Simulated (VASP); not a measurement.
# Co (Pm-3m) in VASP: a series of runs

Runs on Co. Level: PBE. Tasks: density of states.

Program: VASP 6.6.1. These are calculated values, not measurements. Logs are shortened: lines on timing, memory, paths and dates and some standing lists are left out, and cuts for length are marked.

### Step 1. The cell of the first run

It takes space group Pm-3m (No. 221, cubic). The conventional cell has a = 2.340 Å, b = 2.340 Å, c = 2.340 Å, α = 90.00°, β = 90.00°, γ = 90.00°. Within 3.1 Å of Co (site symmetry m-3m) lie 6 Co at 2.34 Å.

### Step 2. Density of states, PBE, collinear spin, ferromagnetic start

POSCAR

```
Co
1.0
    2.3401639241      0.0000000000      0.0000000000
    0.0000000000      2.3401639241      0.0000000000
    0.0000000000      0.0000000000      2.3401639241
Co
1
Direct
    0.0000000000      0.0000000000      0.0000000000
```

INCAR.step1

```
SYSTEM = Co
ALGO = Normal
EDIFF = 1E-6
ENCUT = 520
GGA = PE
ISIF = 2
ISMEAR = -1
ISPIN = 2
LASPH = .True.
LCHARG = .True.
LMAXMIX = 4
LREAL = .False.
LWAVE = .False.
MAGMOM = 1.7
NBANDS = 14
NELM = 150
PREC = Accurate
SIGMA = 0.05
```

KPOINTS.step1

```
k-points
0
Gamma
  17 17 17
  0 0 0
```

INCAR.step2

```
SYSTEM = Co
ALGO = Normal
EDIFF = 1E-6
ENCUT = 520
GGA = PE
ICHARG = 11
ISIF = 2
ISMEAR = -5
ISPIN = 2
LASPH = .True.
LCHARG = .False.
LMAXMIX = 4
LORBIT = 11
LREAL = .False.
LWAVE = .False.
MAGMOM = 1.7
NEDOS = 2001
NELM = 150
PREC = Accurate
SIGMA = 0.05
```

KPOINTS.step2

```
k-points
0
Gamma
  26 26 26
  0 0 0
```

Potentials or basis: VASP PAW PBE potentials, release 64 (Co).

Run with:

```bash
$ cat potpaw_PBE.64/Co/POTCAR > POTCAR
$ cp INCAR.step1 INCAR
$ cp KPOINTS.step1 KPOINTS
$ mpirun -np 1 vasp_std > vasp.out
$ cp INCAR.step2 INCAR
$ cp KPOINTS.step2 KPOINTS
$ mpirun -np 1 vasp_std > vasp.out
```

OUTCAR:

```text
SYSTEM = Co
   EDIFF = 1E-6
   ENCUT = 520
   GGA = PE
   ICHARG = 11
   ISIF = 2
   ISMEAR = -5
   ISPIN = 2
   LASPH = .True.
   LORBIT = 11
   LREAL = .False.
   NELM = 150
   PREC = Accurate

 ion  position               nearest neighbor table
   1  0.000  0.000  0.000-

  LATTYP: Found a simple cubic cell.
 ALAT       =     2.3401639241

  Lattice vectors:

 A1 = (   2.3401639241,   0.0000000000,   0.0000000000)
 A2 = (   0.0000000000,   2.3401639241,   0.0000000000)
 A3 = (   0.0000000000,   0.0000000000,   2.3401639241)

Analysis of symmetry for initial positions (statically):
=====================================================================
 Subroutine PRICEL returns:
 Original cell was already a primitive cell.

 Routine SETGRP: Setting up the symmetry group for a
 simple cubic supercell.

 Subroutine GETGRP returns: Found 48 space group operations
 (whereof 48 operations were pure point group operations)
 out of a pool of 48 trial point group operations.

The static configuration has the point symmetry O_h .

Analysis of symmetry for dynamics (positions and initial velocities):
=====================================================================
 Subroutine PRICEL returns:
 Original cell was already a primitive cell.

 Routine SETGRP: Setting up the symmetry group for a
 simple cubic supercell.

 Subroutine GETGRP returns: Found 48 space group operations
 (whereof 48 operations were pure point group operations)
 out of a pool of 48 trial point group operations.

The dynamic configuration has the point symmetry O_h .

Analysis of structural, dynamic, and magnetic symmetry:
=====================================================================
 Subroutine PRICEL returns:
 Original cell was already a primitive cell.

 Routine SETGRP: Setting up the symmetry group for a
 simple cubic supercell.

 Subroutine GETGRP returns: Found 48 space group operations
 (whereof 48 operations were pure point group operations)
 out of a pool of 48 trial point group operations.

The overall configuration has the point symmetry O_h .

 Subroutine INISYM returns: Found 48 space group operations
 (whereof 48 operations are pure point group operations),
 and found     1 'primitive' translations

----------------------------------------------------------------------------------------

                                     Primitive cell

  volume of cell :      12.8156

  direct lattice vectors                    reciprocal lattice vectors
     2.340163924  0.000000000  0.000000000     0.427320492  0.000000000  0.000000000
     0.000000000  2.340163924  0.000000000     0.000000000  0.427320492  0.000000000
     0.000000000  0.000000000  2.340163924     0.000000000  0.000000000  0.427320492

  length of vectors
     2.340163924  2.340163924  2.340163924     0.427320492  0.427320492  0.427320492

  position of ions in fractional coordinates (direct lattice)
     0.000000000  0.000000000  0.000000000

  ion indices of the primitive-cell ions
   primitive index   ion index
                 1           1

----------------------------------------------------------------------------------------

 KPOINTS: k-points

Automatic generation of k-mesh.
 Grid dimensions read from file:
 generate k-points for:   26   26   26

 Generating k-lattice:

  Cartesian coordinates                     Fractional coordinates (reciprocal lattice)
     0.016435404  0.000000000  0.000000000     0.038461538  0.000000000  0.000000000
     0.000000000  0.016435404  0.000000000     0.000000000  0.038461538  0.000000000
     0.000000000  0.000000000  0.016435404     0.000000000  0.000000000  0.038461538

  Length of vectors
     0.016435404  0.016435404  0.016435404

  Shift w.r.t. Gamma in fractional coordinates (k-lattice)
     0.000000000  0.000000000  0.000000000

 TETIRR: Found   8764 inequivalent tetrahedra from   105456

 Subroutine IBZKPT returns following result:
 ===========================================

 Found    560 irreducible k-points:

 Following reciprocal coordinates:
            Coordinates               Weight
  0.000000  0.000000  0.000000      1.000000
  0.038462  0.000000  0.000000      6.000000
  0.076923  0.000000  0.000000      6.000000
  0.115385  0.000000  0.000000      6.000000
  0.153846  0.000000  0.000000      6.000000
  0.192308  0.000000  0.000000      6.000000
[... 16 lines left out ...]
  0.346154  0.038462  0.000000     24.000000
  0.384615  0.038462  0.000000     24.000000
 [... further k-points ...]
   k-points           NKPTS =    560   k-points in BZ     NKDIM =    560   number of bands    NBANDS=      9
   number of dos      NEDOS =   2001   number of ions     NIONS =      1
   total plane-waves  NPLWV =   5832
   dimension x,y,z NGX =    18 NGY =   18 NGZ =   18
   dimension x,y,z NGXF=    36 NGYF=   36 NGZF=   36
   ions per type =               1
   NGX,Y,Z   is equivalent  to a cutoff of  12.79, 12.79, 12.79 a.u.
   NGXF,Y,Z  is equivalent  to a cutoff of  25.57, 25.57, 25.57 a.u.
 SYSTEM =  Co
   PREC   = accura    normal or accurate (medium, high low for compatibility)
   ISTART =      0    job   : 0-new  1-cont  2-samecut
   ICHARG =     11    charge: 1-file 2-atom 10-const
   ISPIN  =      2    spin polarized calculation?
   LNONCOLLINEAR =      F non collinear calculations
   LSORBIT =      F    spin-orbit coupling
   LASPH  =      T    aspherical Exc in radial PAW
   ENCUT  =  520.0 eV  38.22 Ry    6.18 a.u.   4.35  4.35  4.35*2*pi/ulx,y,z
   NELM   =    150;   NELMIN=  2; NELMDL=  0     # of ELM steps
   EDIFF  = 0.1E-05   stopping-criterion for ELM
   LREAL  =      F    real-space projection
   EDIFFG = 0.1E-04   stopping-criterion for IOM
   NSW    =      0    number of steps for IOM
   IBRION =     -1    ionic relax: 0-MD 1-quasi-New 2-CG
   NFREE  =      0    steps in history (QN), initial steepest desc. (CG)
   ISIF   =      2    stress and relaxation
   ISYM   =      2    0-nonsym 1-usesym 2-fastsym
   POTIM  = 0.5000    time-step for ionic-motion
   TEBEG  =    0.0;   TEEND  =   0.0 temperature during run
   PSTRESS=    0.0 pullay stress
   NELECT =       9.0000    total number of electrons
   NUPDOWN=      -1.0000    fix difference up-down
   EMIN   =  10.00;   EMAX   =-10.00  energy-range for DOS
   EFERMI =   0.00;   METHOD = LEGACY
   ISMEAR =    -5;   SIGMA  =   0.05  broadening in eV -4-tet -1-fermi 0-gaus
   EFERMI_NEDOS =   21; number of points for ismear=-14 and -15
   IALGO  =     38    algorithm
   IMIX   =      4    mixing-type and parameters
     AMIX     =   0.40;   BMIX     =  1.00
     AMIX_MAG =   1.60;   BMIX_MAG =  1.00
  volume/ion in A,a.u.               =      12.82        86.48
  Fermi-wavevector in a.u.,A,eV,Ry     =   1.455155  2.749845 28.810028  2.117477
  Thomas-Fermi vector in A             =   2.572223
   LORBIT       =     11    0 simple, 1 ext, 2 COOP (PROOUT), +10 PAW based schemes
   GGA     = PE    functional components
   LHFCALC =     F    Hartree Fock is set to
   AEXX    =    0.0000 exact exchange contribution
   IVDW    =     0    specifies the selected vdW correction
   LEPSILON=     F    determine dielectric tensor
   LRPA    =     F    only Hartree local field effects (RPA)
 spin polarized calculation
 Fermi weights with tetrahedron method with Bloechl corrections
  energy-cutoff  :      520.00
  volume of cell :       12.82
 maximum number of plane-waves:       360
 NGX is ok and might be reduce to    18

 number of electron       9.0000003 magnetization       1.8715059

 Free energy of the ion-electron system (eV)
  ---------------------------------------------------
  ext. energy  EPLUGINS =         0.00000000
  ---------------------------------------------------
  free energy    TOTEN  =        -6.26909887 eV

  energy without entropy =       -6.26909887  energy(sigma->0) =       -6.26909887

 E-fermi :   8.3724     XC(G=0): -12.3610

 val. band max:        8.4013730155   @ k =   0.3462   0.3462   0.3077
 cond. band min:       8.3495660889   @ k =   0.3077   0.3077   0.2308
 fundamental gap:     -0.0518069266
 Fermi energy:         8.3723704230

 spin component 1

 k-point     1 :       0.0000    0.0000    0.0000
  band No.  band energies     occupation
      1       0.1440      1.00000
      2       4.0465      1.00000
      3       4.0465      1.00000
      4       7.2067      1.00000
      5       7.2067      1.00000
      6       7.2067      1.00000
      7      27.1888      0.00000
      8      27.1888      0.00000
      9      27.1888      0.00000

 k-point     2 :       0.0385    0.0000    0.0000
  band No.  band energies     occupation
      1       0.1879      1.00000
      2       4.0527      1.00000
      3       4.0680      1.00000
      4       7.1893      1.00000
      5       7.1893      1.00000
      6       7.2081      1.00000
      7      26.5221      0.00000
      8      27.2484      0.00000
      9      27.2484      0.00000
[... 253 lines left out ...]
 k-point    24 :       0.3846    0.0385    0.0000
  band No.  band energies     occupation
      1       3.4222      1.00000
      2       4.4548      1.00000
      3       5.8753      1.00000
      4       6.2437      1.00000
      5       6.4602      1.00000
      6       7.2759      1.00000
      7      13.6974      0.00000
      8      30.6898      0.00000
      9      32.4242      0.00000

 [... further k-points ...]

 spin component 2

 k-point     1 :       0.0000    0.0000    0.0000
  band No.  band energies     occupation
      1       0.2976      1.00000
      2       5.3772      1.00000
      3       5.3772      1.00000
      4       9.5485      0.00000
      5       9.5485      0.00000
      6       9.5485      0.00000
      7      27.5763      0.00000
      8      27.5763      0.00000
      9      27.5763      0.00000

 k-point     2 :       0.0385    0.0000    0.0000
  band No.  band energies     occupation
      1       0.3416      1.00000
      2       5.3845      1.00000
      3       5.3987      1.00000
      4       9.5280      0.00000
      5       9.5280      0.00000
      6       9.5501      0.00000
      7      26.9061      0.00000
      8      27.6384      0.00000
      9      27.6384      0.00000
[... 253 lines left out ...]
 k-point    24 :       0.3846    0.0385    0.0000
  band No.  band energies     occupation
      1       3.9242      1.00000
      2       5.8503      1.00000
      3       6.7769      1.00000
      4       8.4360     -0.04896
      5       8.4603     -0.00179
      6       9.6271      0.00000
      7      14.5252      0.00000
      8      30.8668      0.00000
      9      32.8508      0.00000

 [... further k-points ...]
[... 5 lines left out ...]
  --------------------------------------------------------------------------------------
  -------------------------------------------------------------------------------------
  Total        0.0232860      0.0232860      0.0232860     -0.0000000     -0.0000000      0.0000000
  in kB        2.9111697      2.9111697      2.9111697     -0.0000000     -0.0000000      0.0000000
  external PRESSURE =       2.9111697 kB  Pullay stress =       0.0000000 kB

 VOLUME and BASIS-vectors are now :
 -----------------------------------------------------------------------------
  energy-cutoff  :      520.00
  volume of cell :       12.82
      direct lattice vectors                 reciprocal lattice vectors
     2.340163924  0.000000000  0.000000000     0.427320492  0.000000000  0.000000000
     0.000000000  2.340163924  0.000000000     0.000000000  0.427320492  0.000000000
     0.000000000  0.000000000  2.340163924     0.000000000  0.000000000  0.427320492

 POSITION                                       TOTAL-FORCE (eV/Angst)
 -----------------------------------------------------------------------------------
      0.00000      0.00000      0.00000         0.000000      0.000000      0.000000
 -----------------------------------------------------------------------------------
    total drift:                               -0.000000     -0.000000      0.000000

  FREE ENERGIE OF THE ION-ELECTRON SYSTEM (eV)
  ---------------------------------------------------
  free  energy   TOTEN  =        -6.2690988680 eV

  energy  without entropy=       -6.2690988680  energy(sigma->0) =       -6.26909887

 total charge

# of ion       s       p       d       tot
------------------------------------------
    1        0.492   0.405   7.266   8.164

 magnetization (x)

# of ion       s       p       d       tot
------------------------------------------
    1        0.006  -0.007   1.885   1.885
```

Run time: 52 s. Hardware: 1 thread of Intel Xeon 6975P-C (Granite Rapids), shared host; peak memory 0.23 GiB.

Results:

```yaml
Net_moment: 1.87 μB per cell
Site_moments: Co +1.89 μB
Valence_electrons_inside_the_program's_atomic_spheres: Co 8.16
```

Levels at points of the mesh, in eV from the Fermi level:
Spin up:
```tsv
k point	band 1	band 2	band 3	band 4	band 5	band 6	band 7	band 8	band 9
(0.00, 0.00, 0.00)	-8.23	-4.33	-4.33	-1.17	-1.17	-1.17	18.82	18.82	18.82
(0.50, 0.00, 0.00)	-4.44	-3.88	-2.26	-2.26	-1.38	-1.07	3.42	23.36	26.08
(0.50, 0.50, 0.00)	-5.11	-3.46	-2.04	-2.04	-0.06	4.84	4.84	10.77	11.25
(0.50, 0.50, 0.50)	-4.20	-4.20	-4.20	0.00	0.00	11.48	11.48	11.48	13.03
```
Spin down:
```tsv
k point	band 1	band 2	band 3	band 4	band 5	band 6	band 7	band 8
(0.00, 0.00, 0.00)	-8.07	-3.00	-3.00	1.18	1.18	1.18	19.20	19.20
(0.50, 0.00, 0.00)	-3.60	-2.47	-1.33	-0.08	-0.08	1.29	4.61	23.21
(0.50, 0.50, 0.00)	-3.64	-2.12	0.18	0.18	1.68	5.04	5.04	11.46
(0.50, 0.50, 0.50)	-2.44	-2.44	-2.44	1.75	1.75	11.87	11.87	11.87
```

Caveat: tetrahedron occupations give inexact forces and stress in metals.

### Step 3. Density of states, PBE, collinear spin, ferromagnetic start (volume scaled by 0.45)

POSCAR

```
Co
1.0
    1.7932896884      0.0000000000      0.0000000000
    0.0000000000      1.7932896884      0.0000000000
    0.0000000000      0.0000000000      1.7932896884
Co
1
Direct
    0.0000000000      0.0000000000      0.0000000000
```

INCAR.step1

```
SYSTEM = Co
  ALGO = Normal
  EDIFF = 1E-6
  ENCUT = 520
  GGA = PE
  GGA_COMPAT = .False.
  ISIF = 2
  ISMEAR = -1
  ISPIN = 2
  LASPH = .True.
  LCHARG = .True.
  LMAXMIX = 4
  LORBIT = 11
  LREAL = .False.
  LWAVE = .False.
  MAGMOM = 1.7
  NBANDS = 18
  NEDOS = 2001
  NELM = 200
  PREC = Accurate
  SIGMA = 0.05
```

KPOINTS.step1 is that of step 2.

INCAR.step2

```
SYSTEM = Co
  ALGO = Normal
  EDIFF = 1E-6
  ENCUT = 520
  GGA = PE
  GGA_COMPAT = .False.
  ICHARG = 11
  ISIF = 2
  ISMEAR = -5
  ISPIN = 2
  LASPH = .True.
  LCHARG = .False.
  LMAXMIX = 4
  LORBIT = 10
  LREAL = .False.
  LWAVE = .False.
  MAGMOM = 1.7
  NEDOS = 2001
  NELM = 200
  PREC = Accurate
  SIGMA = 0.05
```

KPOINTS.step2 is that of step 2.

Potentials or basis: VASP PAW PBE potentials, release 64 (Co_sv).

Run with:

```bash
$ cat potpaw_PBE.64/Co_sv/POTCAR > POTCAR
$ cp INCAR.step1 INCAR
$ cp KPOINTS.step1 KPOINTS
$ mpirun -np 1 vasp_std > vasp.out
$ cp INCAR.step2 INCAR
$ cp KPOINTS.step2 KPOINTS
$ mpirun -np 1 vasp_std > vasp.out
```

OUTCAR:

```text
SYSTEM = Co
   EDIFF = 1E-6
   ENCUT = 520
   GGA = PE
   ICHARG = 11
   ISIF = 2
   ISMEAR = -5
   ISPIN = 2
   LASPH = .True.
   LORBIT = 10
   LREAL = .False.
   NELM = 200
   PREC = Accurate

 ion  position               nearest neighbor table
   1  0.000  0.000  0.000-

  LATTYP: Found a simple cubic cell.
 ALAT       =     1.7932896884

  Lattice vectors:

[... 971 lines left out ...]
     13      65.3455      0.00000

 [... further k-points ...]
[... 5 lines left out ...]
  --------------------------------------------------------------------------------------
  -------------------------------------------------------------------------------------
  Total       24.3483434     24.3483434     24.3483434     -0.0000000      0.0000000      0.0000000
  in kB     6764.3901308   6764.3901308   6764.3901308     -0.0000000      0.0000000      0.0000000
  external PRESSURE =    6764.3901308 kB  Pullay stress =       0.0000000 kB

 VOLUME and BASIS-vectors are now :
 -----------------------------------------------------------------------------
  energy-cutoff  :      520.00
  volume of cell :        5.77
      direct lattice vectors                 reciprocal lattice vectors
     1.793289688  0.000000000  0.000000000     0.557634389  0.000000000  0.000000000
     0.000000000  1.793289688  0.000000000     0.000000000  0.557634389  0.000000000
     0.000000000  0.000000000  1.793289688     0.000000000  0.000000000  0.557634389

 POSITION                                       TOTAL-FORCE (eV/Angst)
 -----------------------------------------------------------------------------------
      0.00000      0.00000      0.00000         0.000000      0.000000      0.000000
 -----------------------------------------------------------------------------------
    total drift:                               -0.000000     -0.000000     -0.000000

  FREE ENERGIE OF THE ION-ELECTRON SYSTEM (eV)
  ---------------------------------------------------
  free  energy   TOTEN  =         0.7031200599 eV

  energy  without entropy=        0.7031200599  energy(sigma->0) =        0.70312006

 total charge

# of ion       s       p       d       tot
------------------------------------------
    1        2.468   6.347   7.494  16.309

 magnetization (x)

# of ion       s       p       d       tot
------------------------------------------
    1        0.000   0.000   0.001   0.001
```

OSZICAR.step1:

```text
N       E                     dE             d eps       ncg     rms          rms(c)
DAV:   1     0.147634904838E+03    0.14763E+03   -0.77035E+03 14640   0.277E+03
DAV:   2     0.511355909538E+01   -0.14252E+03   -0.13265E+03 14100   0.514E+02
DAV:   3     0.846760069472E+00   -0.42668E+01   -0.42294E+01 14426   0.943E+01
DAV:   4     0.816722008962E+00   -0.30038E-01   -0.30029E-01 14976   0.667E+00
DAV:   5     0.816334999017E+00   -0.38701E-03   -0.38699E-03 14452   0.660E-01    0.359E+01
DAV:   6     0.721951438612E+00   -0.94384E-01   -0.14825E-01 14494   0.168E+01    0.173E+01
DAV:   7     0.717588329198E+00   -0.43631E-02   -0.49181E-02 15506   0.759E+00    0.852E+00
DAV:   8     0.698057046238E+00   -0.19531E-01   -0.31329E-03 17164   0.181E+00    0.239E+00
DAV:   9     0.697310921330E+00   -0.74612E-03   -0.44150E-04 18726   0.421E-01    0.421E-01
DAV:  10     0.696629435008E+00   -0.68149E-03   -0.14355E-04 15368   0.476E-01    0.154E-01
DAV:  11     0.696568597639E+00   -0.60837E-04   -0.30180E-05 18014   0.119E-01    0.499E-02
DAV:  12     0.696569010312E+00    0.41267E-06   -0.53610E-06 16308   0.705E-02
   1 F= 0.69656901E+00 E0= 0.70097131E+00  d E =-.880460E-02  mag=     0.0013
```

It took 39 s on 1 thread of Intel Xeon Platinum 8559C (Emerald Rapids), shared host; peak memory 0.2 GiB.

Results:

```yaml
Net_moment: 0.00 μB per cell
Valence_electrons_inside_the_program's_atomic_spheres: Co 16.31
```

Caveat: the starting moments collapsed, and a magnetic state may lie lower; tetrahedron occupations give inexact forces and stress in metals.
